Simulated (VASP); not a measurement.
Runs of VASP 6.6.1 on Pd. The structure is that of space group Pm-3m (No. 221), or close to it. The cells are those of the table. 

| task | spin | cell | k mesh | cutoff (eV) | smearing | gap on the mesh (eV) | pressure (GPa) | moment (μB) |
| --- | --- | --- | --- | --- | --- | --- | --- | --- |
| single point | collinear, ferromagnetic start | a = 2.636 Å, 1 atom | 13 × 13 × 13 | 520 | fermi-dirac 0.05 eV | none | -0.5 | 0.00 |
| relaxation of cell and atoms | collinear, ferromagnetic start | relaxed from a = 2.514 Å, 1 atom | 12 × 12 × 12 | 600 | fermi-dirac 0.05 eV | none | 0.1 | 0.00 |
| single point | off | a = 2.601 Å, 1 atom | 13 × 13 × 13 | 520 | fermi-dirac 0.1 eV | none | (c) | - |
| single point | collinear, ferromagnetic start | a = 2.737 Å, 1 atom | 13 × 13 × 13 | 520 | fermi-dirac 0.05 eV | none | (b) | 0.00 |
| single point | collinear, ferromagnetic start | a = 2.636 Å, 1 atom | 12 × 12 × 12 | 520 | fermi-dirac 0.05 eV | none | -0.3 | 0.00 |
| single point | off | a = 2.526 Å, 1 atom | 13 × 13 × 13 | 520 | fermi-dirac 0.1 eV | none | 19.0 | - |
| single point | off | a = 2.564 Å, 1 atom | 13 × 13 × 13 | 520 | fermi-dirac 0.1 eV | none | 10.8 | - |
| single point | off | a = 2.738 Å, 1 atom | 13 × 13 × 13 | 520 | fermi-dirac 0.1 eV | none | -9.2 | - |
| single point | off | a = 2.636 Å, 1 atom | 19 × 19 × 19 | 520 | fermi-dirac 0.1 eV | none | -0.3 | - |
| single point | collinear, ferromagnetic start | a = 2.526 Å, 1 atom | 13 × 13 × 13 | 520 | fermi-dirac 0.05 eV | none | (a) | 0.00 |
| single point | collinear, ferromagnetic start | a = 2.670 Å, 1 atom | 13 × 13 × 13 | 520 | fermi-dirac 0.05 eV | none | -4.2 | 0.00 |
| single point | collinear, ferromagnetic start | a = 2.636 Å, 1 atom | 19 × 19 × 19 | 520 | fermi-dirac 0.05 eV | none | -0.3 | 0.00 |

Alike in all rows: level revPBE; potentials or basis VASP PAW PBE potentials, release 64 (Pd).

**Question.** Estimate the missing entries.

**Answer.** (a) 18.9; (b) -9.3; (c) 4.5.

Caveats: the PAW data sets were made with another functional, which shifts forces and pressure a little.

A k mesh can miss the band edges, and the runs leave out spin-orbit coupling on Pd.

A gap of «none» marks levels without a gap at the run's occupations.
